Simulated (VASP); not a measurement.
# AlN: vibrations by perturbation theory with LDA

Crystal: AlN.

```xyz
4
Lattice="3.0888 0.0000 0.0000 -1.5444 2.6750 0.0000 0.0000 0.0000 4.9433" Properties=species:S:1:pos:R:3 pbc="T T T"
Al    0.0000    1.7833   -0.0049
Al    1.5444    0.8917    2.4667
N     0.0000    1.7833    1.8833
N     1.5444    0.8917    4.3550
```

```
Program                : VASP 6.6.1
Task                   : vibrations by perturbation theory
Functional             : LDA
Potentials or basis    : VASP PAW LDA potentials, release 64 (Al, N)
Cutoff                 : 520 eV
k mesh                 : 12 × 12 × 6
Occupations            : gaussian, width 0.01 eV
Spin                   : no spin polarisation
Dipole correction      : no
Further INCAR settings : ALGO = Normal; EDIFF = 1e-08; NBANDS = 16; IBRION = 8; NSW = 1
```

```yaml
Electronic_dielectric_tensor_diagonal: 4.40, 4.40, 4.62
Born_charges_mean_of_the_diagonal: Al +2.56; N -2.56 e
Highest_phonon_frequency_at_Γ_LO-TO_splitting_left_out: 734 cm⁻¹
```

Phonon frequencies in cm⁻¹ (negative: imaginary):
```
              q point                                frequencies
(0.000, 0.000, 0.000)  0 0 0 239 239 555 626 674 674 685 685 734
```

Electronic dielectric tensor:
```
4.40 0.00 0.00
0.00 4.40 0.00
0.00 0.00 4.62
```

Born effective charge tensors (e):
atom 1, Al
```
2.51 0.00 0.00
0.00 2.51 0.00
0.00 0.00 2.67
```
atom 2, Al
```
2.51 0.00 0.00
0.00 2.51 0.00
0.00 0.00 2.67
```
atom 3, N
```
-2.51  0.00  0.00
 0.00 -2.51  0.00
 0.00  0.00 -2.67
```
atom 4, N
```
-2.51  0.00  0.00
 0.00 -2.51  0.00
 0.00  0.00 -2.67
```

It took 15 min on 1 thread of Intel(R) Xeon(R) Platinum 8259CL CPU @ 2.50GHz (Skylake/Cascade Lake), with other jobs on the host, peak memory 0.65 GiB.
